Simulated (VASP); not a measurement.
# Cr (I4/mmm) in VASP: further runs, part 2 of 2

VASP 6.6.1. The steps go on from the part before.

## Step 3: Single point, PBE (biaxial strain in the a-b plane: -6.0 %, then relaxed in part)

File INCAR:

```
  PREC = Accurate
  ENCUT = 520
  EDIFF = 1E-6
  ISMEAR = 0
  SIGMA = 0.1
  LREAL = False
  LASPH = True
  NELM = 100
  ALGO = Fast
  ISIF = 2
  LWAVE = False
  LCHARG = True
  GGA = PE
  LELF = True
  LVHAR = True
  NBANDS = 19
```

File KPOINTS:

```
regular mesh
0
Gamma
  18 18 18
```

File POSCAR:

```
Cr
1.0
    2.6769602153      0.0000000000      0.0000000000
    0.0000000000      2.6769602153      0.0000000000
    0.0000000000      0.0000000000      2.9832559076
Cr
2
Direct
    0.0000000000      0.0000000000      0.0000000000
    0.5000000000      0.5000000000      0.5000000000
```

Potentials or basis: VASP PAW PBE potentials, release 64 (Cr_pv).

Command:

```console
$ cat potpaw_PBE.64/Cr_pv/POTCAR > POTCAR
$ mpirun -np 1 vasp_std > vasp.out
```

OUTCAR:

```text
PREC = Accurate
   ENCUT = 520
   EDIFF = 1E-6
   ISMEAR = 0
   LREAL = False
   LASPH = True
   NELM = 100
   ISIF = 2
   GGA = PE

 ion  position               nearest neighbor table
   1  0.000  0.000  0.000-   2 2.41   2 2.41   2 2.41   2 2.41   2 2.41   2 2.41   2 2.41   2 2.41

   2  0.500  0.500  0.500-   1 2.41   1 2.41   1 2.41   1 2.41   1 2.41   1 2.41   1 2.41   1 2.41

  LATTYP: Found a simple tetragonal cell.
 ALAT       =     2.6769602153
 C/A-ratio  =     1.1144192172

  Lattice vectors:

 A1 = (   2.6769602153,   0.0000000000,   0.0000000000)
 A2 = (   0.0000000000,   2.6769602153,   0.0000000000)
 A3 = (   0.0000000000,   0.0000000000,   2.9832559076)

Analysis of symmetry for initial positions (statically):
=====================================================================
 Subroutine PRICEL returns following result:

  LATTYP: Found a body centered tetragonal cell.
 ALAT       =     2.6769602153
 C/A-ratio  =     1.1144192172

  Lattice vectors:

[... 181 lines left out ...]
  ---------------------------------------------------
  free energy    TOTEN  =       -18.72134869 eV

  energy without entropy =      -18.71350440  energy(sigma->0) =      -18.71742655

 E-fermi :  12.1387     XC(G=0): -14.1276

 val. band max:       12.1377670675   @ k =   0.1111   0.0556   0.1667
 cond. band min:      12.1404404040   @ k =   0.3333   0.0000   0.1667
 fundamental gap:      0.0026733365
 Fermi energy:        12.1387016802

 k-point     1 :       0.0000    0.0000    0.0000
  band No.  band energies     occupation
      1     -31.4294      2.00000
      2     -31.1579      2.00000
      3     -31.1579      2.00000
      4     -30.4858      2.00000
      5     -30.4651      2.00000
      6     -30.4651      2.00000
[... 505 lines left out ...]
      6     -30.5823      2.00000
[... 11 lines left out ...]
     18      18.5393      0.00000
     19      19.3044      0.00000

 [... further k-points ...]

------------------------ aborting loop because EDIFF is reached ----------------------------------------

  FORCE on cell =-STRESS in cart. coord.  units (eV):
  Direction    XX          YY          ZZ          XY          YZ          ZX
  --------------------------------------------------------------------------------------
  -------------------------------------------------------------------------------------
  Total        5.0666117      5.0666117     -0.0463945      0.0000000      0.0000000      0.0000000
  in kB      379.7115980    379.7115980     -3.4769828      0.0000000      0.0000000      0.0000000
  external PRESSURE =     251.9820710 kB  Pullay stress =       0.0000000 kB

 VOLUME and BASIS-vectors are now :
 -----------------------------------------------------------------------------
  energy-cutoff  :      520.00
  volume of cell :       21.38
      direct lattice vectors                 reciprocal lattice vectors
     2.676960215  0.000000000  0.000000000     0.373558036  0.000000000  0.000000000
     0.000000000  2.676960215  0.000000000     0.000000000  0.373558036  0.000000000
     0.000000000  0.000000000  2.983255908     0.000000000  0.000000000  0.335204230

 POSITION                                       TOTAL-FORCE (eV/Angst)
 -----------------------------------------------------------------------------------
      0.00000      0.00000      0.00000        -0.000000     -0.000000      0.000000
      1.33848      1.33848      1.49163         0.000000      0.000000     -0.000000
 -----------------------------------------------------------------------------------
    total drift:                               -0.000000      0.000000      0.000000

  FREE ENERGIE OF THE ION-ELECTRON SYSTEM (eV)
  ---------------------------------------------------
  free  energy   TOTEN  =       -18.7213486917 eV

  energy  without entropy=      -18.7135044049  energy(sigma->0) =      -18.71742655
```

OSZICAR:

```text
N       E                     dE             d eps       ncg     rms          rms(c)
DAV:   1     0.239390345103E+03    0.23939E+03   -0.13801E+04 20908   0.158E+03
DAV:   2    -0.135491867774E+02   -0.25294E+03   -0.24713E+03 21249   0.442E+02
DAV:   3    -0.216310591800E+02   -0.80819E+01   -0.79823E+01 22268   0.942E+01
DAV:   4    -0.217507333698E+02   -0.11967E+00   -0.11943E+00 28315   0.105E+01
DAV:   5    -0.217526514636E+02   -0.19181E-02   -0.19152E-02 22637   0.125E+00    0.199E+01
RMM:   6    -0.187331645576E+02    0.30195E+01   -0.12035E+01 21204   0.356E+01    0.242E+00
RMM:   7    -0.187369777478E+02   -0.38132E-02   -0.57657E-01 22016   0.558E+00    0.129E+00
RMM:   8    -0.187217642269E+02    0.15214E-01   -0.21934E-02 23071   0.163E+00    0.395E-01
RMM:   9    -0.187212037556E+02    0.56047E-03   -0.61545E-03 25930   0.688E-01    0.981E-02
RMM:  10    -0.187213227062E+02   -0.11895E-03   -0.15718E-03 29090   0.351E-01    0.802E-02
RMM:  11    -0.187214021236E+02   -0.79417E-04   -0.78666E-04 24211   0.307E-01    0.800E-02
RMM:  12    -0.187213268081E+02    0.75315E-04   -0.37308E-04 23941   0.220E-01    0.129E-02
RMM:  13    -0.187213465827E+02   -0.19775E-04   -0.18467E-04 30099   0.858E-02    0.177E-02
RMM:  14    -0.187213479959E+02   -0.14132E-05   -0.18126E-05 26571   0.351E-02    0.151E-02
RMM:  15    -0.187213486917E+02   -0.69577E-06   -0.57219E-06 21498   0.149E-02
   1 F= -.18721349E+02 E0= -.18717427E+02  d E =-.784429E-02
```

stdout:

```text
POSCAR found type information on POSCAR Cr
 POSCAR found :  1 types and       2 ions
 scaLAPACK will be used
 LDA part: xc-table for (Slater+PW92), standard interpolation
 POSCAR, INCAR and KPOINTS ok, starting setup
 FFT: planning ... GRIDC
 FFT: planning ... GRID_SOFT
 FFT: planning ... GRID
 WAVECAR not read
 entering main loop
WARNING in EDDRMM: call to ZHEGV failed, returncode =   8  4     19
```

Run time: 1.9 min. Hardware: 1 thread of Intel Xeon Platinum 8488C (Sapphire Rapids), shared host; peak memory 0.28 GiB.

Results:

```yaml
Free_energy: -18.7213 eV
Pressure: 25.2 GPa
Band_gap_on_the_k_mesh: zero (band 12 reaches 14.04 eV, above the bottom of band 13 at 11.52 eV)
```

Stress tensor (GPa, compression positive):
```
37.97  0.00  0.00
 0.00 37.97  0.00
 0.00  0.00 -0.35
```

Caveat: the cell differs from its parent crystal (biaxial strain in the a-b plane: -6.0 %, then relaxed in part); the run has no spin polarisation, though such a crystal can be magnetic.

## Step 4: Single point, PBE (uniaxial strain along a: +6.0 %)

File INCAR:

```
PREC     = Accurate       # precision mode
ENCUT    = 520            # plane-wave cutoff, eV
EDIFF    = 1E-6           # SCF threshold, eV
ISMEAR   = 0              # smearing method
SIGMA    = 0.1            # smearing width, eV
LREAL    = F              # projectors in reciprocal space
LASPH    = T              # aspherical terms in the spheres
NELM     = 100            # most SCF steps
ALGO     = Fast           # electronic algorithm
ISIF     = 2              # what is computed and relaxed
LWAVE    = F              # write WAVECAR
LCHARG   = F              # write CHGCAR
GGA      = PE             # functional
NBANDS   = 19             # bands
```

File KPOINTS:

```
Automatic mesh
0
Gamma
  18 18 18
```

File POSCAR:

```
Cr
1.0
    3.0186998173      0.0000000000      0.0000000000
    0.0000000000      2.8051125660      0.0000000000
    0.0000000000      0.0000000000      2.8051125660
Cr
2
Direct
    0.0000000000      0.0000000000      0.0000000000
    0.5000000000      0.5000000000      0.5000000000
```

Command:

```console
$ cat potpaw_PBE.64/Cr_pv/POTCAR > POTCAR
$ mpirun -np 1 vasp_std > vasp.out
```

Run time: 90 s. Hardware: 1 thread of Intel Xeon 6975P-C (Granite Rapids), shared host; peak memory 0.3 GiB.

It converged, with:

| Property | Result |
| --- | --- |
| Free energy | -18.9365 eV |
| Pressure | -6.5 GPa |
| Band gap on the k mesh | zero (band 12 reaches 12.06 eV, above the bottom of band 13 at 10.15 eV) |

Stress tensor (GPa, compression positive):
```
-21.00   0.00   0.00
  0.00   0.77   0.00
  0.00   0.00   0.77
```

Levels at points of the mesh, in eV from the Fermi level:
| k point | band 9 | band 10 | band 11 | band 12 | band 13 | band 14 | band 15 | band 16 |
| --- | --- | --- | --- | --- | --- | --- | --- | --- |
| (0.00, 0.00, 0.00) | -4.03 | -1.03 | -1.03 | -0.48 | 0.77 | 1.34 | 2.26 | 2.39 |
| (0.50, 0.00, 0.00) | -1.86 | -1.86 | -0.18 | -0.18 | -0.18 | -0.18 | 0.81 | 0.81 |
| (0.00, 0.50, 0.00) | -1.66 | -1.66 | -0.74 | -0.74 | -0.27 | -0.27 | 0.60 | 0.60 |
| (0.50, 0.50, 0.00) | -2.11 | -2.11 | 0.71 | 0.71 | 0.85 | 0.85 | 1.50 | 1.50 |
| (0.00, 0.50, 0.50) | -2.79 | -2.79 | 1.48 | 1.48 | 1.50 | 1.50 | 1.63 | 1.63 |
| (0.50, 0.50, 0.50) | -2.17 | -2.17 | -2.17 | -2.17 | 1.30 | 1.30 | 1.66 | 1.66 |

Caveat: the cell differs from its parent crystal (uniaxial strain along a: +6.0 %); the run has no spin polarisation, though such a crystal can be magnetic. Spin polarisation is off, so any magnetic state and its effect on volume and gap are missing.

## Step 5: Single point, PBE (uniaxial strain along a: +6.0 %, then relaxed in part)

File INCAR:

```
SYSTEM = Cr
PREC = Accurate
ENCUT = 520
EDIFF = 1E-6
ISMEAR = 0
SIGMA = 0.1
LREAL = .FALSE.
LASPH = .TRUE.
NELM = 100
ALGO = Fast
ISIF = 2
LWAVE = .FALSE.
LCHARG = .TRUE.
GGA = PE
LELF = .TRUE.
LVHAR = .TRUE.
NBANDS = 19
```

File KPOINTS:

```
regular mesh
0
G
  18 18 18
  0 0 0
```

File POSCAR:

```
Cr
1.0
    3.0186998173      0.0000000000      0.0000000000
    0.0000000000      2.8115628470      0.0000000000
    0.0000000000      0.0000000000      2.8115628470
Cr
2
Direct
    0.0000000000      0.0000000000      0.0000000000
    0.5000000000      0.5000000000      0.5000000000
```

Command:

```console
$ cat potpaw_PBE.64/Cr_pv/POTCAR > POTCAR
$ mpirun -np 1 vasp_std > vasp.out
```

Run time: 76 s. Hardware: 1 thread of Intel Xeon 6975P-C (Granite Rapids), shared host; peak memory 0.3 GiB.

Results (log left out):

| Item | Value |
| --- | --- |
| Free energy | -18.9367 eV |
| Pressure | -7.5 GPa |
| Band gap on the k mesh | zero (band 12 reaches 11.98 eV, above the bottom of band 13 at 10.09 eV) |

Stress tensor (GPa, compression positive):
```
-21.44   0.00   0.00
  0.00  -0.49   0.00
  0.00   0.00  -0.49
```

Levels at points of the mesh, in eV from the Fermi level:
| k point | band 10 | band 11 | band 12 | band 13 | band 14 | band 15 |
| --- | --- | --- | --- | --- | --- | --- |
| (0.00, 0.00, 0.00) | -1.02 | -1.02 | -0.49 | 0.78 | 1.33 | 2.25 |
| (0.50, 0.00, 0.00) | -1.84 | -0.19 | -0.19 | -0.19 | -0.19 | 0.80 |
| (0.00, 0.50, 0.00) | -1.65 | -0.72 | -0.72 | -0.27 | -0.27 | 0.60 |
| (0.50, 0.50, 0.00) | -2.11 | 0.72 | 0.72 | 0.85 | 0.85 | 1.49 |
| (0.00, 0.50, 0.50) | -2.76 | 1.46 | 1.46 | 1.47 | 1.47 | 1.61 |
| (0.50, 0.50, 0.50) | -2.16 | -2.16 | -2.16 | 1.30 | 1.30 | 1.65 |

Caveat: the cell differs from its parent crystal (uniaxial strain along a: +6.0 %, then relaxed in part); the run has no spin polarisation, though such a crystal can be magnetic. Spin polarisation is off, so any magnetic state and its effect on volume and gap are missing.

## Step 6: Summary

| cell | further INCAR settings | gap on the mesh (eV) | pressure (GPa) |
| --- | --- | --- | --- |
| a = 2.677, b = 2.677, c = 2.950 Å, 2 atoms | ALGO = Fast; EDIFF = 1e-07; NBANDS = 19 | none | 28.8 |
| a = 2.677, b = 2.677, c = 2.983 Å, 2 atoms | ALGO = Fast; EDIFF = 1e-06; NBANDS = 19 | none | 25.2 |
| a = 3.019, b = 2.805, c = 2.805 Å, 2 atoms | ALGO = Fast; EDIFF = 1e-06; NBANDS = 19 | none | -6.5 |
| a = 3.019, b = 2.812, c = 2.812 Å, 2 atoms | ALGO = Fast; EDIFF = 1e-06; NBANDS = 19 | none | -7.5 |

Alike in all rows: task single point; level PBE; potentials or basis VASP PAW PBE potentials, release 64 (Cr_pv); no spin polarisation; k mesh 18 × 18 × 18; cutoff (eV) 520; smearing gaussian 0.1 eV.

Caveats: the run has no spin polarisation, though such a crystal can be magnetic.

Absolute energies hang on the potentials; compare differences alone.
